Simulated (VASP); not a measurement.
Write the native input for VASP 6.6.1 that does the following.

- Task: single point
- Functional: PBE
- Potentials or basis: VASP PAW PBE potentials, release 64 (B, N)
- Cutoff: 520 eV
- k mesh: 4 × 4 × 4
- Occupations: gaussian, width 0.01 eV
- Spin: no spin polarisation
- Dipole correction: no
- Further INCAR settings: ALGO = Normal; EDIFF = 1e-07; NBANDS = 11

The structure of BN lies in POSCAR:

```
BN
1.0
    0.0000000000      1.7458259346      1.7458259346
    1.7458259346      0.0000000000      1.7458259346
    1.7458259346      1.7458259346      0.0000000000
B N
1 1
Direct
    0.0000000000      0.0000000000      0.0000000000
    0.5000000000      0.5000000000      0.5000000000
```

The input as run:

INCAR

```
SYSTEM = BN
ALGO = Normal ; EDIFF = 1E-7
ENCUT = 520 ; GGA = PE
ISIF = 2 ; ISMEAR = 0
LASPH = .TRUE. ; LCHARG = .TRUE.
LELF = .TRUE. ; LREAL = .FALSE.
LVHAR = .TRUE. ; LWAVE = .FALSE.
NBANDS = 11 ; NELM = 60
PREC = Accurate ; SIGMA = 0.01
```

KPOINTS

```
k-points
0
G
  4 4 4
  0 0 0
```

Potentials or basis: VASP PAW PBE potentials, release 64 (B, N).

Command:

```console
$ cat potpaw_PBE.64/B/POTCAR potpaw_PBE.64/N/POTCAR > POTCAR
$ mpirun -np 1 vasp_std > vasp.out
```

It gave:

```
Pressure               : 3.6 GPa
Band gap on the k mesh : 1.81 eV, indirect (least direct gap 5.76 eV)
```

Caveat: the k points lie up to 0.78 Å⁻¹ apart.

It took 2.3 s on 1 thread of Intel Xeon 6975P-C, on a shared host, peak memory 0.11 GiB.
